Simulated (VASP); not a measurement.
# Ni (P6_3/mmc) in VASP: notebook

Ni is run at these levels: PBEsol; tasks: single point.

All numbers are computed with VASP 6.6.1; they aren't measurements. Logs are shortened: lines on timing, memory, paths and dates and some standing lists are left out, and cuts for length are marked.

## 1. The cell of the first run

The structure is hexagonal, space group P6_3/mmc (No. 194). The conventional cell has a = 2.443 Å, b = 2.443 Å, c = 4.018 Å, α = 90.00°, β = 90.00°, γ = 120.00°. Within 3.2 Å of Ni (site symmetry -6m2) lie 12 Ni at 2.44 to 2.45 Å.

## 2. Single point, PBEsol

INCAR

```
SYSTEM = Ni
PREC = Accurate
ENCUT = 520
EDIFF = 1E-6
ISMEAR = -1
SIGMA = 0.1
LREAL = .False.
LASPH = .True.
NELM = 60
ALGO = Normal
ISIF = 2
LWAVE = .False.
LCHARG = .False.
GGA = PS
NBANDS = 17
```

KPOINTS

```
Automatic mesh
0
Gamma
  14 14 8
  0 0 0
```

POSCAR

```
Ni
1.0
    2.4434674628      0.0000000000      0.0000000000
   -1.2217337314      2.1161048961      0.0000000000
    0.0000000000      0.0000000000      4.0175301701
Ni
2
Direct
    0.3333333333      0.6666666667      0.2500000000
    0.6666666667      0.3333333333      0.7500000000
```

Potentials or basis: VASP PAW PBE potentials, release 64 (Ni).

Started as:

```sh
> cat potpaw_PBE.64/Ni/POTCAR > POTCAR
> mpirun -np 1 vasp_std > vasp.out
```

OUTCAR:

```text
SYSTEM = Ni
   PREC = Accurate
   ENCUT = 520
   EDIFF = 1E-6
   ISMEAR = -1
   LREAL = .False.
   LASPH = .True.
   NELM = 60
   ISIF = 2
   GGA = PS

 ion  position               nearest neighbor table
   1  0.333  0.667  0.250-   2 2.45   2 2.45   2 2.45   2 2.45   2 2.45   2 2.45
   2  0.667  0.333  0.750-   1 2.45   1 2.45   1 2.45   1 2.45   1 2.45   1 2.45

  LATTYP: Found a hexagonal cell.
 ALAT       =     2.4434674628
 C/A-ratio  =     1.6441922110

  Lattice vectors:

 A1 = (   2.4434674628,   0.0000000000,   0.0000000000)
 A2 = (  -1.2217337314,   2.1161048961,   0.0000000000)
 A3 = (   0.0000000000,   0.0000000000,   4.0175301701)

Analysis of symmetry for initial positions (statically):
=====================================================================
 Subroutine PRICEL returns:
 Original cell was already a primitive cell.

 Routine SETGRP: Setting up the symmetry group for a
 hexagonal supercell.

 Subroutine GETGRP returns: Found 24 space group operations
 (whereof 12 operations were pure point group operations)
 out of a pool of 24 trial point group operations.

The static configuration has the point symmetry D_3d.
 The point group associated with its full space group is D_6h.

Analysis of symmetry for dynamics (positions and initial velocities):
=====================================================================
 Subroutine PRICEL returns:
 Original cell was already a primitive cell.

 Routine SETGRP: Setting up the symmetry group for a
 hexagonal supercell.

 Subroutine GETGRP returns: Found 24 space group operations
 (whereof 12 operations were pure point group operations)
 out of a pool of 24 trial point group operations.

The dynamic configuration has the point symmetry D_3d.
 The point group associated with its full space group is D_6h.

 Subroutine INISYM returns: Found 24 space group operations
 (whereof 12 operations are pure point group operations),
 and found     1 'primitive' translations

----------------------------------------------------------------------------------------

                                     Primitive cell

  volume of cell :      20.7732

  direct lattice vectors                    reciprocal lattice vectors
     2.443467463  0.000000000  0.000000000     0.409254478  0.236283183  0.000000000
    -1.221733731  2.116104896  0.000000000     0.000000000  0.472566366  0.000000000
     0.000000000  0.000000000  4.017530170     0.000000000  0.000000000  0.248909145

  length of vectors
     2.443467463  2.443467463  4.017530170     0.472566366  0.472566366  0.248909145

  position of ions in fractional coordinates (direct lattice)
     0.333333333  0.666666667  0.250000000
     0.666666667  0.333333333  0.750000000

  ion indices of the primitive-cell ions
   primitive index   ion index
                 1           1
                 2           2

----------------------------------------------------------------------------------------

 KPOINTS: Automatic mesh

Automatic generation of k-mesh.
 Grid dimensions read from file:
 generate k-points for:   14   14    8

 Generating k-lattice:

  Cartesian coordinates                     Fractional coordinates (reciprocal lattice)
     0.029232463  0.016877370  0.000000000     0.071428571  0.000000000  0.000000000
     0.000000000  0.033754740  0.000000000     0.000000000  0.071428571  0.000000000
     0.000000000  0.000000000  0.031113643     0.000000000  0.000000000  0.125000000

  Length of vectors
     0.033754740  0.033754740  0.031113643

  Shift w.r.t. Gamma in fractional coordinates (k-lattice)
     0.000000000  0.000000000  0.000000000

 Subroutine IBZKPT returns following result:
 ===========================================

 Found    120 irreducible k-points:

 Following reciprocal coordinates:
            Coordinates               Weight
  0.000000  0.000000  0.000000      1.000000
  0.071429 -0.000000  0.000000      6.000000
  0.142857  0.000000  0.000000      6.000000
  0.214286 -0.000000  0.000000      6.000000
  0.285714 -0.000000  0.000000      6.000000
  0.357143 -0.000000  0.000000      6.000000
[... 16 lines left out ...]
  0.285714  0.285714  0.000000      6.000000
  0.357143  0.285714  0.000000      6.000000
 [... further k-points ...]
   k-points           NKPTS =    120   k-points in BZ     NKDIM =    120   number of bands    NBANDS=     17
   number of dos      NEDOS =    301   number of ions     NIONS =      2
   total plane-waves  NPLWV =   9720
   dimension x,y,z NGX =    18 NGY =   18 NGZ =   30
   dimension x,y,z NGXF=    36 NGYF=   36 NGZF=   60
   ions per type =               2
   NGX,Y,Z   is equivalent  to a cutoff of  12.25, 12.25, 12.41 a.u.
   NGXF,Y,Z  is equivalent  to a cutoff of  24.49, 24.49, 24.83 a.u.
 SYSTEM =  Ni
   PREC   = accura    normal or accurate (medium, high low for compatibility)
   ISTART =      0    job   : 0-new  1-cont  2-samecut
   ICHARG =      2    charge: 1-file 2-atom 10-const
   ISPIN  =      1    spin polarized calculation?
   LNONCOLLINEAR =      F non collinear calculations
   LSORBIT =      F    spin-orbit coupling
   LASPH  =      T    aspherical Exc in radial PAW
   ENCUT  =  520.0 eV  38.22 Ry    6.18 a.u.   4.54  4.54  7.47*2*pi/ulx,y,z
   NELM   =     60;   NELMIN=  2; NELMDL= -5     # of ELM steps
   EDIFF  = 0.1E-05   stopping-criterion for ELM
   LREAL  =      F    real-space projection
   EDIFFG = 0.1E-04   stopping-criterion for IOM
   NSW    =      0    number of steps for IOM
   IBRION =     -1    ionic relax: 0-MD 1-quasi-New 2-CG
   NFREE  =      0    steps in history (QN), initial steepest desc. (CG)
   ISIF   =      2    stress and relaxation
   ISYM   =      2    0-nonsym 1-usesym 2-fastsym
   POTIM  = 0.5000    time-step for ionic-motion
   TEBEG  =    0.0;   TEEND  =   0.0 temperature during run
   PSTRESS=    0.0 pullay stress
   NELECT =      20.0000    total number of electrons
   NUPDOWN=      -1.0000    fix difference up-down
   EMIN   =  10.00;   EMAX   =-10.00  energy-range for DOS
   EFERMI =   0.00;   METHOD = LEGACY
   ISMEAR =    -1;   SIGMA  =   0.10  broadening in eV -4-tet -1-fermi 0-gaus
   EFERMI_NEDOS =   21; number of points for ismear=-14 and -15
   IALGO  =     38    algorithm
   IMIX   =      4    mixing-type and parameters
     AMIX     =   0.40;   BMIX     =  1.00
     AMIX_MAG =   1.60;   BMIX_MAG =  1.00
  volume/ion in A,a.u.               =      10.39        70.09
  Fermi-wavevector in a.u.,A,eV,Ry     =   1.616530  3.054799 35.554341  2.613170
  Thomas-Fermi vector in A             =   2.711102
   LORBIT       =      0    0 simple, 1 ext, 2 COOP (PROOUT), +10 PAW based schemes
   GGA     = PS    functional components
   LHFCALC =     F    Hartree Fock is set to
   AEXX    =    0.0000 exact exchange contribution
   IVDW    =     0    specifies the selected vdW correction
   LEPSILON=     F    determine dielectric tensor
   LRPA    =     F    only Hartree local field effects (RPA)
 non-spin polarized calculation
  energy-cutoff  :      520.00
  volume of cell :       20.77
 maximum number of plane-waves:       578
   NGX =  9   NGY =  9   NGZ = 15

 number of electron      19.9999983 magnetization

 Free energy of the ion-electron system (eV)
  ---------------------------------------------------
  ext. energy  EPLUGINS =         0.00000000
  ---------------------------------------------------
  free energy    TOTEN  =       -12.22259724 eV

  energy without entropy =      -12.03864986  energy(sigma->0) =      -12.13062355

 E-fermi :   9.7225     XC(G=0): -13.7105

 val. band max:        9.7209293344   @ k =   0.3571   0.2143   0.2500
 cond. band min:       9.7225444891   @ k =   0.5000  -0.0000   0.1250
 fundamental gap:      0.0016151547
 Fermi energy:         9.7225324072

 k-point     1 :       0.0000    0.0000    0.0000
  band No.  band energies     occupation
      1       0.4657      2.00000
      2       4.9659      2.00000
      3       7.6740      2.00000
      4       7.7720      2.00000
      5       7.7720      2.00000
      6       8.0674      2.00000
[... 9 lines left out ...]
     16      35.2150      0.00000
     17      35.8632      0.00000

 k-point     2 :       0.0714   -0.0000    0.0000
  band No.  band energies     occupation
      1       0.6503      2.00000
      2       5.0846      2.00000
      3       7.5455      2.00000
      4       7.8560      2.00000
      5       7.8743      2.00000
      6       8.0237      2.00000
[... 9 lines left out ...]
     16      33.3896      0.00000
     17      35.8113      0.00000

 k-point     3 :       0.1429    0.0000    0.0000
  band No.  band energies     occupation
      1       1.1925      2.00000
      2       5.4018      2.00000
      3       7.3226      2.00000
      4       7.5923      2.00000
      5       7.8625      2.00000
      6       8.0974      2.00000
[... 9 lines left out ...]
     16      32.4365      0.00000
     17      34.9483      0.00000

 k-point     4 :       0.2143   -0.0000    0.0000
  band No.  band energies     occupation
      1       2.0516      2.00000
      2       5.7739      2.00000
      3       6.9404      2.00000
      4       7.1046      2.00000
      5       7.7214      2.00000
      6       8.1593      2.00000
[... 9 lines left out ...]
     16      31.4621      0.00000
     17      31.8665      0.00000
[... 343 lines left out ...]
      1       5.8971      2.00000
      2       6.0101      2.00000
      3       6.0886      2.00000
      4       6.7603      2.00000
      5       7.4675      2.00000
      6       7.6644      2.00000
[... 9 lines left out ...]
     16      23.7809      0.00000
     17      25.0638      0.00000

 k-point    23 :       0.2857    0.2857    0.0000
  band No.  band energies     occupation
      1       6.0260      2.00000
      2       6.0565      2.00000
      3       6.3748      2.00000
      4       6.4247      2.00000
      5       7.4069      2.00000
      6       7.6582      2.00000
[... 9 lines left out ...]
     16      24.9956      0.00000
     17      25.8980      0.00000

 k-point    24 :       0.3571    0.2857    0.0000
  band No.  band energies     occupation
      1       6.0597      2.00000
      2       6.1817      2.00000
      3       6.2927      2.00000
      4       6.5565      2.00000
      5       7.4469      2.00000
      6       7.5345      2.00000
[... 9 lines left out ...]
     16      23.5191      0.00000
     17      25.2596      0.00000

 [... further k-points ...]
[... 5 lines left out ...]
  --------------------------------------------------------------------------------------
  -------------------------------------------------------------------------------------
  Total        0.0022066      0.0022066     -0.0059576     -0.0000000      0.0000000      0.0000000
  in kB        0.1701906      0.1701906     -0.4594969     -0.0000000      0.0000000      0.0000000
  external PRESSURE =      -0.0397052 kB  Pullay stress =       0.0000000 kB

 VOLUME and BASIS-vectors are now :
 -----------------------------------------------------------------------------
  energy-cutoff  :      520.00
  volume of cell :       20.77
      direct lattice vectors                 reciprocal lattice vectors
     2.443467463  0.000000000  0.000000000     0.409254478  0.236283183  0.000000000
    -1.221733731  2.116104896  0.000000000     0.000000000  0.472566366  0.000000000
     0.000000000  0.000000000  4.017530170     0.000000000  0.000000000  0.248909145

 POSITION                                       TOTAL-FORCE (eV/Angst)
 -----------------------------------------------------------------------------------
     -0.00000      1.41074      1.00438        -0.000000      0.000000      0.000000
      1.22173      0.70537      3.01315         0.000000     -0.000000      0.000000
 -----------------------------------------------------------------------------------
    total drift:                               -0.000000      0.000000     -0.000000

  FREE ENERGIE OF THE ION-ELECTRON SYSTEM (eV)
  ---------------------------------------------------
  free  energy   TOTEN  =       -12.2225972400 eV

  energy  without entropy=      -12.0386498585  energy(sigma->0) =      -12.13062355
```

Wall time 20 s (1 thread of Intel Xeon Platinum 8488C (Sapphire Rapids), shared host); peak memory 0.15 GiB.

Results:

- Free energy: -12.2226 eV
- Pressure: 0.0 GPa
- Band gap on the k mesh: zero (band 10 reaches 9.82 eV, above the bottom of band 11 at 9.24 eV)

Levels at points of the mesh, in eV from the Fermi level:
| k point | band 6 | band 7 | band 8 | band 9 | band 10 | band 11 | band 12 | band 13 | band 14 | band 15 |
| --- | --- | --- | --- | --- | --- | --- | --- | --- | --- | --- |
| (0.00, 0.00, 0.00) | -1.66 | -1.66 | -1.20 | -1.20 | -0.38 | -0.17 | -0.17 | 6.24 | 23.13 | 25.49 |
| (0.50, 0.00, 0.00) | -1.96 | -1.64 | -0.04 | 0.02 | 0.09 | 1.61 | 3.54 | 9.78 | 10.38 | 12.97 |
| (0.00, 0.00, 0.50) | -1.99 | -1.99 | -1.99 | -0.48 | -0.48 | -0.48 | -0.48 | 14.91 | 14.91 | 23.87 |
| (0.50, 0.00, 0.50) | -1.11 | -0.55 | -0.55 | 0.04 | 0.04 | 1.67 | 1.67 | 7.44 | 7.44 | 18.96 |

Caveat: the PAW data sets were made with another functional, which shifts forces and pressure a little; the run has no spin polarisation, though such a crystal can be magnetic. Spin polarisation is off, so any magnetic state and its effect on volume and gap are missing.

## 3. Single point, PBEsol (volume scaled by 0.88)

INCAR

```
PREC = Accurate
ENCUT = 520
EDIFF = 1E-7
ISMEAR = -1
SIGMA = 0.1
LREAL = False
LASPH = True
NELM = 60
ALGO = Normal
ISIF = 2
LWAVE = False
LCHARG = False
GGA = PS
NBANDS = 17
```

KPOINTS

```
regular mesh
0
Gamma
  17 17 9
```

POSCAR

```
Ni
1.0
    2.3415357043      0.0000000000      0.0000000000
   -1.1707678522      2.0278294038      0.0000000000
    0.0000000000      0.0000000000      3.8499347667
Ni
2
Direct
    0.3333333333      0.6666666667      0.2500000000
    0.6666666667      0.3333333333      0.7500000000
```

Potentials or basis: VASP PAW PBE potentials, release 64 (Ni).

Started as:

```sh
> cat potpaw_PBE.64/Ni/POTCAR > POTCAR
> mpirun -np 1 vasp_std > vasp.out
```

OUTCAR:

```text
PREC = Accurate
   ENCUT = 520
   EDIFF = 1E-7
   ISMEAR = -1
   LREAL = False
   LASPH = True
   NELM = 60
   ISIF = 2
   GGA = PS

 ion  position               nearest neighbor table
   1  0.333  0.667  0.250-   2 2.35   2 2.35   2 2.35   2 2.35   2 2.35   2 2.35
   2  0.667  0.333  0.750-   1 2.35   1 2.35   1 2.35   1 2.35   1 2.35   1 2.35

  LATTYP: Found a hexagonal cell.
 ALAT       =     2.3415357043
 C/A-ratio  =     1.6441922110

  Lattice vectors:

 A1 = (   2.3415357043,   0.0000000000,   0.0000000000)
 A2 = (  -1.1707678522,   2.0278294038,   0.0000000000)
 A3 = (   0.0000000000,   0.0000000000,   3.8499347667)

Analysis of symmetry for initial positions (statically):
=====================================================================
 Subroutine PRICEL returns:
 Original cell was already a primitive cell.

 Routine SETGRP: Setting up the symmetry group for a
 hexagonal supercell.

 Subroutine GETGRP returns: Found 24 space group operations
 (whereof 12 operations were pure point group operations)
 out of a pool of 24 trial point group operations.

[... 158 lines left out ...]
  ext. energy  EPLUGINS =         0.00000000
  ---------------------------------------------------
  free energy    TOTEN  =       -11.95067164 eV

  energy without entropy =      -11.78438899  energy(sigma->0) =      -11.86753032

 E-fermi :  11.7743     XC(G=0): -14.5015

 val. band max:       11.7737188781   @ k =   0.4118   0.0588   0.2222
 cond. band min:      11.7769672493   @ k =   0.4118   0.1176   0.4444
 fundamental gap:      0.0032483712
 Fermi energy:        11.7743366841

 k-point     1 :       0.0000    0.0000    0.0000
  band No.  band energies     occupation
      1       1.5458      2.00000
      2       6.1871      2.00000
      3       9.3054      2.00000
      4       9.4165      2.00000
      5       9.4165      2.00000
      6       9.7797      2.00000
[... 457 lines left out ...]
      4       8.0559      2.00000
      5       9.2904      2.00000
      6       9.3987      2.00000
[... 9 lines left out ...]
     16      33.3112      0.00000
     17      34.4143      0.00000

 [... further k-points ...]
[... 5 lines left out ...]
  --------------------------------------------------------------------------------------
  -------------------------------------------------------------------------------------
  Total        4.5102483      4.5102483      4.5198693     -0.0000000     -0.0000000      0.0000000
  in kB      395.2987713    395.2987713    396.1420017     -0.0000000     -0.0000000      0.0000000
  external PRESSURE =     395.5798481 kB  Pullay stress =       0.0000000 kB

 VOLUME and BASIS-vectors are now :
 -----------------------------------------------------------------------------
  energy-cutoff  :      520.00
  volume of cell :       18.28
      direct lattice vectors                 reciprocal lattice vectors
     2.341535704  0.000000000  0.000000000     0.427070148  0.246569065  0.000000000
    -1.170767852  2.027829404  0.000000000     0.000000000  0.493138130  0.000000000
     0.000000000  0.000000000  3.849934767     0.000000000  0.000000000  0.259744661

 POSITION                                       TOTAL-FORCE (eV/Angst)
 -----------------------------------------------------------------------------------
     -0.00000      1.35189      0.96248        -0.000000      0.000000      0.000000
      1.17077      0.67594      2.88745         0.000000     -0.000000      0.000000
 -----------------------------------------------------------------------------------
    total drift:                               -0.000000      0.000000     -0.000000

  FREE ENERGIE OF THE ION-ELECTRON SYSTEM (eV)
  ---------------------------------------------------
  free  energy   TOTEN  =       -11.9506716394 eV

  energy  without entropy=      -11.7843889923  energy(sigma->0) =      -11.86753032
```

It took 31 s on 1 thread of Intel Xeon Platinum 8488C (Sapphire Rapids), shared host; peak memory 0.15 GiB.

What came out:

```
Free energy            : -11.9507 eV
Pressure               : 39.6 GPa
Band gap on the k mesh : zero (band 10 reaches 11.90 eV, above the bottom of band 11 at 11.28 eV)
```

Levels at points of the mesh, in eV from the Fermi level:
```tsv
k point	band 8	band 9	band 10	band 11	band 12	band 13
(0.00, 0.00, 0.00)	-1.44	-1.44	-0.64	-0.20	-0.20	7.25
```

Caveat: the PAW data sets were made with another functional, which shifts forces and pressure a little; the run has no spin polarisation, though such a crystal can be magnetic. Spin polarisation is off, so any magnetic state and its effect on volume and gap are missing.

## 4. Single point, PBEsol (volume scaled by 0.92)

INCAR

```
ALGO = Normal ; EDIFF = 1E-6
ENCUT = 520 ; GGA = PS
ISIF = 2 ; ISMEAR = -1
LASPH = True ; LCHARG = False
LREAL = False ; LWAVE = False
NBANDS = 17 ; NELM = 60
PREC = Accurate ; SIGMA = 0.1
```

KPOINTS

```
k-points
0
Gamma
  17 17 9
```

POSCAR

```
Ni
1.0
    2.3764891516      0.0000000000      0.0000000000
   -1.1882445758      2.0580999771      0.0000000000
    0.0000000000      0.0000000000      3.9074049525
Ni
2
Direct
    0.3333333333      0.6666666667      0.2500000000
    0.6666666667      0.3333333333      0.7500000000
```

Started as:

```sh
> cat potpaw_PBE.64/Ni/POTCAR > POTCAR
> mpirun -np 1 vasp_std > vasp.out
```

Run time: 28 s. Hardware: 1 thread of Intel Xeon Platinum 8488C (Sapphire Rapids), shared host; peak memory 0.16 GiB.

It converged, with:

```yaml
Free_energy: -12.1117 eV
Pressure: 23.0 GPa
Band_gap_on_the_k_mesh: zero (band 10 reaches 11.14 eV, above the bottom of band 11 at 10.56 eV)
```

Levels at points of the mesh, in eV from the Fermi level:
```
           k point  band 6  band 7  band 8  band 9  band 10  band 11  band 12  band 13  band 14  band 15
(0.00, 0.00, 0.00)   -1.87   -1.87   -1.35   -1.35    -0.55    -0.19    -0.19     6.88    23.83    26.90
```

Caveat: the PAW data sets were made with another functional, which shifts forces and pressure a little; the run has no spin polarisation, though such a crystal can be magnetic. Spin polarisation is off, so any magnetic state and its effect on volume and gap are missing.

(Continued in part 2 of 2.)
